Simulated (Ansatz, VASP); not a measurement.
# Zn: VASP beside Ansatz

POSCAR

```
Zn
1.0
    2.6187264646      0.0000000000      0.0000000000
   -1.3093632323      2.2678836439      0.0000000000
    0.0000000000      0.0000000000      4.8388970683
Zn
2
Direct
    0.3333333333      0.6666666667      0.2500000000
    0.6666666667      0.3333333333      0.7500000000
```

Contents of INCAR.step1:

```
PREC     = Accurate       # precision mode
ENCUT    = 520            # plane-wave cutoff, eV
ISMEAR   = 1              # smearing method
SIGMA    = 0.01           # smearing width, eV
LREAL    = False          # projectors in reciprocal space
LASPH    = True           # aspherical terms in the spheres
NELM     = 100            # most SCF steps
NBANDS   = 19             # bands
GGA      = PE             # functional
ALGO     = Normal         # electronic algorithm
EDIFF    = 1E-4           # SCF threshold, eV
LWAVE    = True           # write WAVECAR
LCHARG   = False          # write CHGCAR
```

INCAR.step2

```
PREC     = Accurate       # precision mode
ENCUT    = 520            # plane-wave cutoff, eV
EDIFF    = 1E-6           # SCF threshold, eV
ISMEAR   = 1              # smearing method
SIGMA    = 0.01           # smearing width, eV
LREAL    = False          # projectors in reciprocal space
LASPH    = True           # aspherical terms in the spheres
NELM     = 100            # most SCF steps
ALGO     = Normal         # electronic algorithm
ISIF     = 2              # what is computed and relaxed
LWAVE    = False          # write WAVECAR
LCHARG   = True           # write CHGCAR
METAGGA  = R2SCAN         # meta-GGA
LMIXTAU  = True         
LELF     = True           # ELF
LVHAR    = True         
NBANDS   = 19             # bands
ISTART   = 1
```

KPOINTS

```
regular mesh
0
Gamma
  14 14 7
```

Input for Ansatz:

```yaml
crystal:
  lattice:
    - [2.6187264646, 0.0, 0.0]
    - [-1.3093632323, 2.2678836439, 0.0]
    - [0.0, 0.0, 4.8388970683]
  atoms:
    - { symbol: Zn, position: [0.3333333333, 0.6666666667, 0.25] }
    - { symbol: Zn, position: [0.6666666667, 0.3333333333, 0.75] }
hamiltonian:
  xc: r2scan
  pseudopotentials:
    kind: paw
    azcp:
      Zn: "pseudopotentials/Zn.paw.azcp"
basis:
  ecutwfc: 500
  fft_grid_basis: typed
kpoints:
  mp_grid: { grid: [14, 14, 7], shift: [0, 0, 0] }
magnetization:
  spin_polarized: false
scf:
  occupations: { method: methfessel_paxton, width: 0.01 }
  lower_state_search: "off"
output:
  stress: true
  write_density: true
  write_potential: true
  elf: true
  volumetric_format: npy
```

Alike in both runs: task single point; functional r2SCAN; k mesh 14 × 14 × 7; occupations methfessel-paxton of order 1, width 0.01 eV; no spin polarisation.

```csv
,VASP,Ansatz
version,VASP 6.6.1,Ansatz 0.2.0
potentials or method,"VASP PAW PBE potentials, release 64 (Zn), cutoff 520 eV","plane waves (500 eV) with PAW, scalar-relativistic"
valence electrons in the cell,24,24
```

```csv
,VASP,Ansatz,Ansatz less VASP
pressure (GPa),0.5,0.0,-0.51
"traceless stress, the component that is largest in VASP (GPa)",-1.86,-1.73,+0.126
```

VASP's potentials were made for PBE, not for r2SCAN.
